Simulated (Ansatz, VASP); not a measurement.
Te in VASP and in Ansatz

INCAR

```
SYSTEM = Te
PREC = Accurate
ENCUT = 520
EDIFF = 1E-6
ISMEAR = -1
SIGMA = 0.05
LREAL = .FALSE.
LASPH = .TRUE.
NELM = 80
ALGO = Normal
ISIF = 2
LWAVE = .FALSE.
LCHARG = .TRUE.
GGA = RP
IVDW = 13
LELF = .TRUE.
LVHAR = .TRUE.
NBANDS = 16
```

Contents of KPOINTS:

```
regular mesh
0
G
  7 7 5
  0 0 0
```

Contents of POSCAR:

```
Te
1.0
    4.5413555111      0.0000000000      0.0000000000
   -2.2706777555      3.9329292402      0.0000000000
    0.0000000000      0.0000000000      6.0401863600
Te
3
Direct
    0.7310000000      0.7310000000      0.0000000000
    0.0000000000      0.2690000000      0.6666666667
    0.2690000000      0.0000000000      0.3333333333
```

input.yaml

```yaml
crystal:
  lattice:
    - [4.5413555111, 0.0, 0.0]
    - [-2.2706777555, 3.9329292402, 0.0]
    - [0.0, 0.0, 6.04018636]
  atoms:
    - { symbol: Te, position: [0.731, 0.731, 0.0] }
    - { symbol: Te, position: [0.0, 0.269, 0.6666666667] }
    - { symbol: Te, position: [0.269, 0.0, 0.3333333333] }
hamiltonian:
  xc: rpbe
  pseudopotentials: { kind: paw }
  dispersion: d4
kpoints:
  mp_grid: { grid: [7, 7, 5] }
scf:
  occupations: { method: fermi_dirac, width: 0.05 }
output:
  forces: true
  stress: true
  eigenvalues: true
```

Alike in both runs: task single point; functional RPBE; dispersion D4; k mesh 7 × 7 × 5; occupations fermi-dirac, width 0.05 eV; no spin polarisation.

|  | VASP | Ansatz |
| --- | --- | --- |
| version | VASP 6.6.1 | Ansatz 0.2.0 |
| potentials or method | VASP PAW PBE potentials, release 64 (Te) | Ansatz PAW |
| plane-wave cutoff (eV) | 520 | 420 |
| valence electrons in the cell | 18 | 48 |

|  | VASP | Ansatz | Ansatz less VASP |
| --- | --- | --- | --- |
| gap on the k mesh at the Fermi level (eV) | 0.68 | 0.68 | +0.002 |
| least direct gap on the mesh (eV) | 0.77 | 0.78 | +0.010 |
| pressure (GPa) | -4.1 | -4.1 | +0.04 |
| traceless stress, the component that is largest in VASP (GPa) | -0.31 | -0.30 | +0.003 |
| rms of the force components (eV/Å) | 0.053 | 0.054 | +0.0003 |

VASP's potentials were made for PBE, not for RPBE. Atom by atom the forces differ by 0.000 eV/Å (rms over components). VASP's potentials hold 18 valence electrons a cell and Ansatz's 48, so a difference there can come from the potentials and not from the codes.

Neither program's run includes spin-orbit coupling. Noted on Ansatz's run: odd divisions of the mesh miss points on the zone boundary, where band edges often lie, so the gap on the mesh can be too wide.
